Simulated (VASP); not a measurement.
A run of VASP 6.6.1 is set up as follows.

File INCAR:

```
PREC = Accurate
ENCUT = 570
EDIFF = 1E-6
ISMEAR = 0
SIGMA = 0.15
LREAL = False
LASPH = True
NELM = 200
ALGO = Normal
ISIF = 2
LWAVE = False
LCHARG = True
ISPIN = 2
MAGMOM = 0.15 0.15
LORBIT = 11
NUPDOWN = 0.3
LMAXMIX = 4
GGA = CA
LELF = True
LVHAR = True
NBANDS = 29
GGA_COMPAT = False
```

KPOINTS

```
regular mesh
0
Gamma
  21 21 10
```

File POSCAR:

```
Pt
1.0
    2.6670688980      0.0000000000      0.0000000000
   -1.3335344490      2.3097494193      0.0000000000
    0.0000000000      0.0000000000      4.6053244732
Pt
2
Direct
    0.6666666667      0.3333333333      0.7500000000
    0.3333333333      0.6666666667      0.2500000000
```

Potentials or basis: VASP PAW LDA potentials, release 64 (Pt_sv_GW).

Launch:

```bash
$ cat potpaw_LDA.64/Pt_sv_GW/POTCAR > POTCAR
$ mpirun -np 1 vasp_std > vasp.out
```

(1) What does it give for the pressure?

Answers

(1) 15.6 GPa.

Caveat: the cell stands under pressure; the total moment is fixed, so each spin has its own Fermi level and the state may be an excited one.
